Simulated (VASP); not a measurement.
Set up this calculation in VASP 6.6.1, as the native input.

```yaml
Task: single point
Functional: PBEsol
Potentials_or_basis: VASP PAW PBE potentials, release 64 (Be)
Cutoff: 520 eV
k_mesh: 24 × 24 × 14
Occupations: gaussian, width 0.15 eV
Spin: no spin polarisation
Dipole_correction: no
Further_INCAR_settings: ALGO = Normal; EDIFF = 1e-06; NBANDS = 9
```

The structure of Be lies in POSCAR:

```
Be
1.0
    2.4144770842      0.0000000000      0.0000000000
   -1.2072385421      2.0909984917      0.0000000000
    0.0000000000      0.0000000000      3.4208550000
Be
2
Direct
    0.3333333333      0.6666666667      0.2500000000
    0.6666666667      0.3333333333      0.7500000000
```

This cell differs from its parent crystal: strain +0.050 along x and y, -0.050 along z.

These files were run (other wordings do the same):

INCAR

```
ALGO = Normal ; EDIFF = 1E-6
ENCUT = 520 ; GGA = PS
ISIF = 2 ; ISMEAR = 0
LASPH = T ; LCHARG = F
LREAL = F ; LWAVE = F
NBANDS = 9 ; NELM = 80
PREC = Accurate ; SIGMA = 0.15
```

KPOINTS

```
k-points
0
Gamma
  24 24 14
```

Potentials or basis: VASP PAW PBE potentials, release 64 (Be).

Run with:

```bash
$ cat potpaw_PBE.64/Be/POTCAR > POTCAR
$ mpirun -np 1 vasp_std > vasp.out
```

It gave:

| Item | Value |
| --- | --- |
| Pressure | -7.9 GPa |
| Band gap on the k mesh | zero (bands 2 and 3 overlap by 2.67 eV) |

Caveat: the cell differs from its parent crystal (strain +0.050 along x and y, -0.050 along z); the cell stands under tension; the PAW data sets were made with another functional, which shifts forces and pressure a little.

It took 27 s on 1 thread of Intel(R) Xeon(R) Platinum 8488C (Sapphire Rapids), on a shared host, peak memory 0.17 GiB.
